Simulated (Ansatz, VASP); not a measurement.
## SiC: VASP beside Ansatz

```
CELL_PARAMETERS angstrom
3.08658 0.00000 0.00000
-1.54329 2.67306 0.00000
0.00000 0.00000 5.00026
ATOMIC_POSITIONS crystal
Si 0.33333 0.66667 0.00000
Si 0.66667 0.33333 0.50000
C 0.33333 0.66667 0.37800
C 0.66667 0.33333 0.87800
```

Alike in both runs: task single point; functional PBE; k mesh 6 × 6 × 4; occupations gaussian, width 0.1 eV; no spin polarisation.

```csv
,VASP,Ansatz
version,VASP 6.6.1,Ansatz 0.2.0
potentials or method,"VASP PAW PBE potentials, release 64 (Si, C), cutoff 600 eV","scalar-relativistic, plane waves, PAW"
valence electrons in the cell,16,16
```

Ansatz gave:

| Quantity | Value |
| --- | --- |
| gap on the k mesh at the Fermi level (eV) | 2.35 |
| least direct gap on the mesh (eV) | 3.88 |
| pressure (GPa) | 4.0 |
| traceless stress, the component that is largest in VASP (GPa) | 3.82 |
| rms of the force components (eV/Å) | 0.034 |

Question: Estimate VASP's values.

Answer: gap on the k mesh at the Fermi level (eV): 2.35; least direct gap on the mesh (eV): 3.88; pressure (GPa): 3.8; traceless stress, the component that is largest in VASP (GPa): 3.85; rms of the force components (eV/Å): 0.034.

Atom by atom the forces differ by 0.000 eV/Å (rms over components). The functional is the same, so the differences come from potentials, cutoffs and numerics.
